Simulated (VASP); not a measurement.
Wanted: the native input for a VASP 6.6.1 run.

| Item | Value |
| --- | --- |
| Task | single point |
| Functional | PBEsol |
| Potentials or basis | VASP PAW PBE potentials, release 64 (Zr_sv, S) |
| Cutoff | 520 eV |
| k mesh | 20 × 20 × 20 |
| Occupations | gaussian, width 0.1 eV |
| Spin | no spin polarisation |
| Dipole correction | no |
| Further INCAR settings | ALGO = Normal; EDIFF = 1e-06; NBANDS = 16 |

The structure of ZrS lies in POSCAR:

```
ZrS
1.0
    0.0000000000      2.6250000000      2.6250000000
    2.6250000000      0.0000000000      2.6250000000
    2.6250000000      2.6250000000      0.0000000000
Zr S
1 1
Direct
    0.0000000000      0.0000000000      0.0000000000
    0.5000000000      0.5000000000      0.5000000000
```

The input as run:

INCAR

```
  PREC = Accurate
  ENCUT = 520
  EDIFF = 1E-6
  ISMEAR = 0
  SIGMA = 0.1
  LREAL = F
  LASPH = T
  NELM = 100
  ALGO = Normal
  ISIF = 2
  LWAVE = F
  LCHARG = F
  GGA = PS
  NBANDS = 16
```

KPOINTS

```
Automatic mesh
0
Gamma
  20 20 20
```

Potentials or basis: VASP PAW PBE potentials, release 64 (Zr_sv, S).

Launch:

```bash
$ cat potpaw_PBE.64/Zr_sv/POTCAR potpaw_PBE.64/S/POTCAR > POTCAR
$ mpirun -np 1 vasp_std > vasp.out
```

It gave:

* Pressure: -6.3 GPa
* Band gap on the k mesh: zero (band 9 reaches 12.06 eV, above the bottom of band 10 at 9.24 eV)

Caveat: the PAW data sets were made with another functional, which shifts forces and pressure a little.

Wall time 58 s on 1 thread of Intel(R) Xeon(R) 6975P-C (Granite Rapids) (shared host), peak memory 0.27 GiB.
